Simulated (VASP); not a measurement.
# SnO (Pmn2_1) in VASP: a series of runs, part 2 of 2

VASP 6.6.1. Earlier steps stand in the parts before.

## Step 3: Single point, PBE+D3(BJ) (16.49 Å³/atom)

This run uses another cell than the first one, of 16.49 Å³/atom.

Input file INCAR:

```
PREC = Accurate
ENCUT = 520
EDIFF = 1E-6
ISMEAR = 0
SIGMA = 0.05
LREAL = False
LASPH = True
NELM = 60
ALGO = Normal
ISIF = 2
LWAVE = False
LCHARG = True
GGA = PE
IVDW = 12
LELF = True
LVHAR = True
NBANDS = 28
```

Input file KPOINTS:

```
regular mesh
0
Gamma
  10 6 8
```

Input file POSCAR:

```
SnO
1.0
    3.4780972083      0.0000000000      0.0000000000
    0.0000000000      5.2659822083      0.0000000000
    0.0000000000      0.0000000000      3.6006468331
Sn O
2 2
Direct
    0.0000000000      0.2345104856      0.5269946555
    0.5000000000      0.7654895144      0.0269946555
    0.0000000000      0.8836051479      0.7230063445
    0.5000000000      0.1163948521      0.2230063445
```

Potentials or basis: VASP PAW PBE potentials, release 64 (Sn_d, O).

Command:

```
$ cat potpaw_PBE.64/Sn_d/POTCAR potpaw_PBE.64/O/POTCAR > POTCAR
$ mpirun -np 1 vasp_std > vasp.out
```

OUTCAR:

```text
PREC = Accurate
   ENCUT = 520
   EDIFF = 1E-6
   ISMEAR = 0
   LREAL = False
   LASPH = True
   NELM = 60
   ISIF = 2
   GGA = PE
   IVDW = 12
 IVDW          = 12

 ion  position               nearest neighbor table
   1  0.000  0.235  0.527-   3 1.98   4 2.15   4 2.15   2 3.52   2 3.52   2 3.52   2 3.52   2 3.75
                             2 3.75   2 3.75   2 3.75
   2  0.500  0.765  0.027-   4 1.98   3 2.15   3 2.15   1 3.52   1 3.52   1 3.52   1 3.52   1 3.75
                             1 3.75   1 3.75   1 3.75
   3  0.000  0.884  0.723-   1 1.98   2 2.15   2 2.15
   4  0.500  0.116  0.223-   2 1.98   1 2.15   1 2.15

  LATTYP: Found a simple orthorhombic cell.
 ALAT       =     3.4780972083
 B/A-ratio  =     1.0352346750
 C/A-ratio  =     1.5140411245

  Lattice vectors:

 A1 = (  -3.4780972083,   0.0000000000,   0.0000000000)
 A2 = (   0.0000000000,   0.0000000000,   3.6006468331)
 A3 = (   0.0000000000,   5.2659822083,   0.0000000000)

Analysis of symmetry for initial positions (statically):
=====================================================================
 Subroutine PRICEL returns:
 Original cell was already a primitive cell.

 Routine SETGRP: Setting up the symmetry group for a
 simple orthorhombic supercell.

 Subroutine GETGRP returns: Found  4 space group operations
 (whereof  2 operations were pure point group operations)
 out of a pool of  8 trial point group operations.

The static configuration has the point symmetry C_1h.
 The point group associated with its full space group is C_2v.

Analysis of symmetry for dynamics (positions and initial velocities):
=====================================================================
 Subroutine PRICEL returns:
 Original cell was already a primitive cell.

 Routine SETGRP: Setting up the symmetry group for a
 simple orthorhombic supercell.

 Subroutine GETGRP returns: Found  4 space group operations
 (whereof  2 operations were pure point group operations)
 out of a pool of  8 trial point group operations.

The dynamic configuration has the point symmetry C_1h.
 The point group associated with its full space group is C_2v.

 Subroutine INISYM returns: Found  4 space group operations
 (whereof  2 operations are pure point group operations),
 and found     1 'primitive' translations

----------------------------------------------------------------------------------------

                                     Primitive cell

  volume of cell :      65.9480

  direct lattice vectors                    reciprocal lattice vectors
     3.478097208  0.000000000  0.000000000     0.287513528  0.000000000  0.000000000
     0.000000000  5.265982208  0.000000000     0.000000000  0.189898097  0.000000000
     0.000000000  0.000000000  3.600646833     0.000000000  0.000000000  0.277727877

  length of vectors
     3.478097208  5.265982208  3.600646833     0.287513528  0.189898097  0.277727877

  position of ions in fractional coordinates (direct lattice)
     0.000000000  0.234510486  0.526994655
     0.500000000  0.765489514  0.026994655
     0.000000000  0.883605148  0.723006344
     0.500000000  0.116394852  0.223006344

  ion indices of the primitive-cell ions
   primitive index   ion index
                 1           1
                 2           2
                 3           3
                 4           4

[... 31 lines left out ...]
  0.300000  0.000000  0.000000      2.000000
  0.400000  0.000000  0.000000      2.000000
  0.500000  0.000000  0.000000      1.000000
[... 16 lines left out ...]
  0.400000  0.500000  0.000000      2.000000
  0.500000  0.500000  0.000000      1.000000
 [... further k-points ...]
   k-points           NKPTS =    120   k-points in BZ     NKDIM =    120   number of bands    NBANDS=     28
   number of dos      NEDOS =    301   number of ions     NIONS =      4
   total plane-waves  NPLWV =  31360
   dimension x,y,z NGX =    28 NGY =   40 NGZ =   28
   dimension x,y,z NGXF=    56 NGYF=   80 NGZF=   56
   ions per type =               2   2
   NGX,Y,Z   is equivalent  to a cutoff of  13.38, 12.63, 12.93 a.u.
   NGXF,Y,Z  is equivalent  to a cutoff of  26.77, 25.26, 25.86 a.u.
 SYSTEM =  unknown system
   PREC   = accura    normal or accurate (medium, high low for compatibility)
   ISTART =      0    job   : 0-new  1-cont  2-samecut
   ICHARG =      2    charge: 1-file 2-atom 10-const
   ISPIN  =      1    spin polarized calculation?
   LNONCOLLINEAR =      F non collinear calculations
   LSORBIT =      F    spin-orbit coupling
   LASPH  =      T    aspherical Exc in radial PAW
   ENCUT  =  520.0 eV  38.22 Ry    6.18 a.u.   6.47  9.79  6.69*2*pi/ulx,y,z
   NELM   =     60;   NELMIN=  2; NELMDL= -5     # of ELM steps
   EDIFF  = 0.1E-05   stopping-criterion for ELM
   LREAL  =      F    real-space projection
   EDIFFG = 0.1E-04   stopping-criterion for IOM
   NSW    =      0    number of steps for IOM
   IBRION =     -1    ionic relax: 0-MD 1-quasi-New 2-CG
   NFREE  =      0    steps in history (QN), initial steepest desc. (CG)
   ISIF   =      2    stress and relaxation
   ISYM   =      2    0-nonsym 1-usesym 2-fastsym
   POTIM  = 0.5000    time-step for ionic-motion
   TEBEG  =    0.0;   TEEND  =   0.0 temperature during run
   PSTRESS=    0.0 pullay stress
   NELECT =      40.0000    total number of electrons
   NUPDOWN=      -1.0000    fix difference up-down
   EMIN   =  10.00;   EMAX   =-10.00  energy-range for DOS
   EFERMI =   0.00;   METHOD = LEGACY
   ISMEAR =     0;   SIGMA  =   0.05  broadening in eV -4-tet -1-fermi 0-gaus
   EFERMI_NEDOS =   21; number of points for ismear=-14 and -15
   IALGO  =     38    algorithm
   IMIX   =      4    mixing-type and parameters
     AMIX     =   0.40;   BMIX     =  1.00
     AMIX_MAG =   1.60;   BMIX_MAG =  1.00
  volume/ion in A,a.u.               =      16.49       111.26
  Fermi-wavevector in a.u.,A,eV,Ry     =   1.385780  2.618744 26.128440  1.920386
  Thomas-Fermi vector in A             =   2.510158
   LORBIT       =      0    0 simple, 1 ext, 2 COOP (PROOUT), +10 PAW based schemes
   GGA     = PE    functional components
   LHFCALC =     F    Hartree Fock is set to
   AEXX    =    0.0000 exact exchange contribution
   IVDW    =    12    specifies the selected vdW correction
   LEPSILON=     F    determine dielectric tensor
   LRPA    =     F    only Hartree local field effects (RPA)
 non-spin polarized calculation
 Gauss-broadening in eV      SIGMA  =   0.05
  energy-cutoff  :      520.00
  volume of cell :       65.95
 maximum number of plane-waves:      1807
 NGX is ok and might be reduce to    28
   NGX = 13   NGY = 19   NGZ = 13

 number of electron      39.9999991 magnetization

 Free energy of the ion-electron system (eV)
  ---------------------------------------------------
  ext. energy  EPLUGINS =         0.00000000
  ---------------------------------------------------
  free energy    TOTEN  =       -21.76296349 eV

  energy without entropy =      -21.76296349  energy(sigma->0) =      -21.76296349

 E-fermi :   7.7986     XC(G=0): -10.6046

 val. band max:        7.5880539871   @ k =   0.0000   0.0000   0.0000
 cond. band min:       8.5030889661   @ k =   0.0000   0.5000   0.3750
 fundamental gap:      0.9150349790
 Fermi energy:         7.7985577469

 k-point     1 :       0.0000    0.0000    0.0000
  band No.  band energies     occupation
      1     -14.5154      2.00000
      2     -13.9306      2.00000
      3     -13.8380      2.00000
      4     -13.8068      2.00000
      5     -13.7642      2.00000
      6     -13.7264      2.00000
[... 733 lines left out ...]
     27      16.8349      0.00000
     28      16.8349      0.00000

 [... further k-points ...]

------------------------ aborting loop because EDIFF is reached ----------------------------------------

 Edisp (eV)   -1.00181

 E8    (eV) :    -0.4345

  FORCE on cell =-STRESS in cart. coord.  units (eV):
  Direction    XX          YY          ZZ          XY          YZ          ZX
  --------------------------------------------------------------------------------------
  -------------------------------------------------------------------------------------
  Total       2.96078    10.19612     4.03833     0.00000     0.00000     0.00000
  in kB      71.93078   247.71012    98.10955     0.00000     0.00000     0.00000
  external pressure =      139.25 kB  Pullay stress =        0.00 kB

 VOLUME and BASIS-vectors are now :
 -----------------------------------------------------------------------------
  energy-cutoff  :      520.00
  volume of cell :       65.95
      direct lattice vectors                 reciprocal lattice vectors
     3.478097208  0.000000000  0.000000000     0.287513528  0.000000000  0.000000000
     0.000000000  5.265982208  0.000000000     0.000000000  0.189898097  0.000000000
     0.000000000  0.000000000  3.600646833     0.000000000  0.000000000  0.277727877

 POSITION                                       TOTAL-FORCE (eV/Angst)
 -----------------------------------------------------------------------------------
      0.00000      1.23493      1.89752         0.000000      2.814300     -0.132247
      1.73905      4.03105      0.09720         0.000000     -2.814300     -0.132247
      0.00000      4.65305      2.60329         0.000000     -1.306230      0.132247
      1.73905      0.61293      0.80297         0.000000      1.306230      0.132247
 -----------------------------------------------------------------------------------
    total drift:                                0.000000      0.000000     -0.000185

  FREE ENERGIE OF THE ION-ELECTRON SYSTEM (eV)
  ---------------------------------------------------
  free  energy   TOTEN  =       -22.7647728725 eV

  energy  without entropy=      -22.7647728725  energy(sigma->0) =      -22.76477287
```

Run time: 2.6 min. Hardware: 1 thread of Intel Xeon Platinum 8375C at 2.90GHz (Ice Lake), shared host; peak memory 0.31 GiB.

What came out:

- Free energy: -22.7648 eV
- Pressure: 13.9 GPa
- Largest force: 2.817 eV/Å
- Band gap on the k mesh: 0.92 eV (least direct gap 2.21 eV)
- Dispersion energy per atom: -0.250 eV

Forces on the atoms (eV/Å):
```
Sn   0.000  2.814 -0.132
Sn   0.000 -2.814 -0.132
O    0.000 -1.306  0.132
O    0.000  1.306  0.132
```

Levels at points of the mesh, in eV from the valence-band top:
```csv
k point,band 17,band 18,band 19,band 20,band 21,band 22,band 23,band 24
"(0.00, 0.00, 0.00)",-4.65,-3.71,-2.93,0.00,2.88,3.28,6.72,6.79
"(0.50, 0.00, 0.00)",-3.72,-3.72,-1.96,-1.96,2.79,2.79,6.34,6.34
"(0.00, 0.50, 0.00)",-3.83,-3.77,-2.52,-2.13,3.80,4.52,4.55,5.41
"(0.50, 0.50, 0.00)",-3.73,-3.73,-1.74,-1.74,2.16,2.16,6.68,6.68
"(0.00, 0.00, 0.50)",-4.54,-4.54,-2.02,-2.02,1.74,1.74,6.10,6.10
"(0.50, 0.00, 0.50)",-4.22,-4.22,-1.81,-1.81,1.67,1.67,4.40,4.40
"(0.00, 0.50, 0.50)",-4.12,-4.12,-1.75,-1.75,1.60,1.60,6.11,6.11
"(0.50, 0.50, 0.50)",-4.63,-4.63,-0.72,-0.72,1.66,1.66,4.53,4.53
```

Caveat: the stress differs along the axes, from 7 to 25 GPa; spin-orbit coupling is left out, which moves the levels of the heavy elements; forces of over 1 eV/Å act on the atoms, so gaps and moduli don't describe the material at rest.
